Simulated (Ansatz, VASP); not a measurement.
# One calculation of Al3Cu, two programs

Contents of INCAR:

```
SYSTEM = Al3Cu
PREC = Accurate ; ENCUT = 520
EDIFF = 1E-7 ; ISMEAR = 0
SIGMA = 0.15 ; LREAL = .FALSE.
LASPH = .TRUE. ; NELM = 80
ALGO = Fast ; ISIF = 2
LWAVE = .FALSE. ; LCHARG = .FALSE.
GGA = CA ; NBANDS = 18
```

The input KPOINTS:

```
Automatic mesh
0
G
  12 12 12
  0 0 0
```

Contents of POSCAR:

```
Al3Cu
1.0
    3.7777614565      0.0000000000      0.0000000000
    0.0000000000      3.7777614565      0.0000000000
    0.0000000000      0.0000000000      4.0138715475
Al Cu
3 1
Direct
    0.0000000000      0.5000000000      0.5000000000
    0.5000000000      0.0000000000      0.5000000000
    0.5000000000      0.5000000000      0.0000000000
    0.0000000000      0.0000000000      0.0000000000
```

Input for Ansatz:

```yaml
crystal:
  lattice:
    - [3.7777614565, 0.0, 0.0]
    - [0.0, 3.7777614565, 0.0]
    - [0.0, 0.0, 4.0138715475]
  atoms:
    - { symbol: Al, position: [0.0, 0.5, 0.5] }
    - { symbol: Al, position: [0.5, 0.0, 0.5] }
    - { symbol: Al, position: [0.5, 0.5, 0.0] }
    - { symbol: Cu, position: [0.0, 0.0, 0.0] }
basis:
  ecutwfc: 520.0
kpoints:
  mp_grid: { grid: [12, 12, 12] }
hamiltonian:
  xc: lda
  pseudopotentials: { kind: paw, azcp: { folder: soft_1 } }
scf:
  occupations: { method: gaussian, width: 0.15 }
output:
  forces: true
  stress: true
  eigenvalues: true
```

Alike in both runs: task single point; functional LDA; k mesh 12 × 12 × 12; occupations gaussian, width 0.15 eV; no spin polarisation.

|  | VASP | Ansatz |
| --- | --- | --- |
| version | VASP 6.6.1 | Ansatz 0.2.0 |
| potentials or method | VASP PAW LDA potentials, release 64 (Al, Cu), cutoff 520 eV | scalar-relativistic, plane waves, PAW |
| valence electrons in the cell | 20 | 28 |

|  | VASP | Ansatz | Ansatz less VASP |
| --- | --- | --- | --- |
| gap on the k mesh at the Fermi level (eV) | none | none | - |
| pressure (GPa) | 0.6 | 0.2 | -0.36 |
| traceless stress, the component that is largest in VASP (GPa) | -4.85 | -4.81 | +0.038 |

Ansatz warns that its potentials were made for another functional, while VASP's fit it. LDA's correlation is that of Perdew and Zunger in VASP and of Perdew and Wang (1992) in Ansatz. A gap of «none» marks a metal or a gap that the smearing closes. VASP's potentials hold 20 valence electrons a cell and Ansatz's 28, so a difference there can come from the potentials and not from the codes.
